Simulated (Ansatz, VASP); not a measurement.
**Two plane-wave programs on Rb2Cd**

File INCAR:

```
SYSTEM = Rb2Cd
PREC = Accurate
ENCUT = 600
EDIFF = 1E-6
ISMEAR = 0
SIGMA = 0.1
LREAL = .FALSE.
LASPH = .TRUE.
NELM = 80
ALGO = Fast
ISIF = 3
LWAVE = .FALSE.
LCHARG = .FALSE.
GGA = PE
IBRION = 2
NSW = 90
EDIFFG = -0.04
```

KPOINTS

```
Automatic mesh
0
G
  4 4 2
  0 0 0
```

The input POSCAR:

```
Rb2Cd
1.0
    5.0457416145      0.0000000000      0.0000000000
    0.0000000000      5.0457416145      0.0000000000
    0.0000000000      0.0000000000      7.6988006447
Rb Cd
4 2
Direct
    0.0000000000      0.0000000000      0.0000000000
    0.5000000000      0.5000000000      0.0000000000
    0.0000000000      0.5000000000      0.2700000000
    0.5000000000      0.0000000000      0.7300000000
    0.0000000000      0.5000000000      0.7000000000
    0.5000000000      0.0000000000      0.3000000000
```

Input for Ansatz:

```yaml
crystal:
  lattice:
    - [5.0457416145, 0.0, 0.0]
    - [0.0, 5.0457416145, 0.0]
    - [0.0, 0.0, 7.6988006447]
  atoms:
    - { symbol: Rb, position: [0.0, 0.0, 0.0] }
    - { symbol: Rb, position: [0.5, 0.5, 0.0] }
    - { symbol: Rb, position: [0.0, 0.5, 0.27] }
    - { symbol: Rb, position: [0.5, 0.0, 0.73] }
    - { symbol: Cd, position: [0.0, 0.5, 0.7] }
    - { symbol: Cd, position: [0.5, 0.0, 0.3] }
basis:
  ecutwfc: 420
kpoints:
  mp_grid: { grid: [4, 4, 2] }
hamiltonian:
  xc: pbe
scf:
  occupations: { method: gaussian, width: 0.1 }
  lower_state_search: "off"
output:
  forces: true
  stress: true
  eigenvalues: true
relax:
  adjacent_minimum: "off"
  f_tol: 0.04
  max_steps: 70
  cell: { stress_tol: 0.4 }
```

Alike in both runs: task relaxation of cell and atoms; functional PBE; k mesh 4 × 4 × 2; occupations gaussian, width 0.1 eV; no spin polarisation.

```csv
,VASP,Ansatz
version,VASP 6.6.1,Ansatz 0.2.0
potentials or method,"VASP PAW PBE potentials, release 64 (Rb_sv, Cd), cutoff 600 eV","scalar-relativistic, plane waves, PAW"
valence electrons in the cell,60,76
```

```tsv
	VASP	Ansatz	Ansatz less VASP
gap on the k mesh at the Fermi level, each at its own relaxed structure (eV)	none	none	-
relaxed volume (Å³/atom)	59.05	60.45	+1.395
relaxed length of the cell vector where the two differ most in proportion (Å)	5.874	5.947	+0.0736
```

A gap of «none» marks a metal or a gap that the smearing closes. VASP's potentials hold 60 valence electrons a cell and Ansatz's 76, so a difference there can come from the potentials and not from the codes.

The k mesh is coarse, so the values compare programs but aren't converged. Noted on VASP's run: the volume moved by over 15 % at a fixed basis, so the end points are rough.
